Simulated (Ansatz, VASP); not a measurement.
MnSb in VASP and in Ansatz

```
Mn Sb
1.0
     4.13000    0.00000    0.00000
    -2.06500    3.57668    0.00000
     0.00000    0.00000    5.80000
Mn Sb
2 2
Direct
  0.00000 0.00000 0.00000
  0.00000 0.00000 0.50000
  0.33333 0.66667 0.25000
  0.66667 0.33333 0.75000
```

Alike in both runs: functional PBE; k mesh 9 × 9 × 6; occupations fermi-dirac, width 0.05 eV; collinear spin.

Ansatz relaxed the structure, and its values are those at the end. VASP's run is a single point on that final structure, the one shown.

|  | VASP | Ansatz |
| --- | --- | --- |
| version | VASP 6.6.1 | Ansatz 0.2.0 |
| potentials or method | VASP PAW PBE potentials, release 64 (Mn_pv, Sb) | plane-wave PAW, scalar-relativistic |
| plane-wave cutoff (eV) | 520 | 420 |
| valence electrons in the cell | 36 | 60 |

Ansatz gave:

| Property | Result |
| --- | --- |
| pressure (GPa) | -3.0 |
| net moment per atom (μB) | 1.66 |
| size of the moment on the site where the two differ most (μB) | 3.40 |

Which values does VASP return?

Pressure (GPa): -3.0; net moment per atom (μB): 1.66; size of the moment on the site where the two differ most (μB): 3.37.

Site moments also hang on the region over which each program counts them. VASP's potentials hold 36 valence electrons a cell and Ansatz's 60, so a difference there can come from the potentials and not from the codes. Ansatz's warnings: stress scf threshold loose.

Neither program's run includes spin-orbit coupling.
